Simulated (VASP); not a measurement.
## AlGaN2: single point with LDA

Crystal: AlGaN2.

```
Al Ga N
1.0
     2.99068    0.00000    0.00000
     0.00000    2.99068    0.00000
     0.00000    0.00000    4.48955
Al Ga N
1 1 2
Direct
  0.50000 0.50000 0.50000
  0.00000 0.00000 0.00000
  0.50000 0.00000 0.74059
  0.00000 0.50000 0.25941
```

This cell differs from its parent crystal: biaxial strain in the a-b plane: -4.0 %.

```json
{"Program": "VASP 6.6.1", "Task": "single point", "Functional": "LDA", "Potentials or basis": "VASP PAW LDA potentials, release 64 (Al, Ga_d, N)", "Cutoff": "520 eV", "k mesh": "8 × 8 × 6", "Occupations": "gaussian, width 0.02 eV", "Spin": "no spin polarisation"}
```

The pressure is 14.3 GPa. The largest force is 0.010 eV/Å and the band gap on the k mesh is 3.03 eV, indirect (least direct gap 3.39 eV).

Forces on the atoms (eV/Å):
```
Al   0.000  0.000  0.000
Ga   0.000  0.000  0.000
N    0.000  0.000 -0.010
N    0.000  0.000  0.010
```

Stress tensor (GPa, compression positive):
```
17.57  0.00  0.00
 0.00 17.57  0.00
 0.00  0.00  7.89
```

Levels at points of the mesh, in eV from the valence-band top:
```tsv
k point	band 9	band 10	band 11	band 12	band 13	band 14	band 15	band 16	band 17	band 18
(0.00, 0.00, 0.00)	-2.29	-2.29	-0.56	0.00	0.00	3.39	3.71	8.52	11.63	11.63
(0.50, 0.00, 0.00)	-4.92	-3.57	-3.51	-0.87	-0.56	7.41	7.71	8.79	9.17	9.84
(0.50, 0.50, 0.00)	-5.13	-2.82	-2.76	-2.76	-2.72	3.03	3.03	6.17	8.69	13.23
(0.00, 0.00, 0.50)	-3.00	-1.58	-1.58	-0.92	-0.92	5.42	5.46	8.41	9.99	11.08
(0.50, 0.00, 0.50)	-6.80	-1.29	-1.10	-0.86	-0.45	5.52	6.85	9.46	9.82	10.19
(0.50, 0.50, 0.50)	-4.59	-4.47	-3.65	-3.65	-3.61	5.79	5.79	9.43	10.56	10.56
```

Run time: 20 s on 1 thread of Intel(R) Xeon(R) Platinum 8488C (Sapphire Rapids) (shared host), peak memory 0.17 GiB.

Caveat: the cell differs from its parent crystal (biaxial strain in the a-b plane: -4.0 %). A k mesh can miss the band edges.
